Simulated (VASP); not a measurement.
Here is a VASP 6.6.1 calculation.

File INCAR:

```
PREC = Accurate
ENCUT = 520
EDIFF = 1E-7
ISMEAR = -1
SIGMA = 0.05
LREAL = F
LASPH = T
NELM = 100
ALGO = Fast
ISIF = 2
LWAVE = F
LCHARG = F
GGA = PS
IVDW = 12
NBANDS = 12
```

File KPOINTS:

```
Automatic mesh
0
Gamma
  12 12 12
```

Contents of POSCAR:

```
Zn
1.0
   -1.5690370000      1.5690370000      1.5690370000
    1.5690370000     -1.5690370000      1.5690370000
    1.5690370000      1.5690370000     -1.5690370000
Zn
1
Direct
    0.0000000000      0.0000000000      0.0000000000
```

Potentials or basis: VASP PAW PBE potentials, release 64 (Zn).

Command:

```console
$ cat potpaw_PBE.64/Zn/POTCAR > POTCAR
$ mpirun -np 1 vasp_std > vasp.out
```

What does it give for the pressure?

-8.6 GPa.

What does it give for the dispersion energy per atom?

-0.353 eV.

Estimate the band gap on the k mesh.

zero (band 6 reaches 7.07 eV, above the bottom of band 7 at 1.91 eV).

Caveat: three body term missing; the PAW data sets were made with another functional, which shifts forces and pressure a little; pairwise dispersion overbinds metals, which lowers pressure and volume.
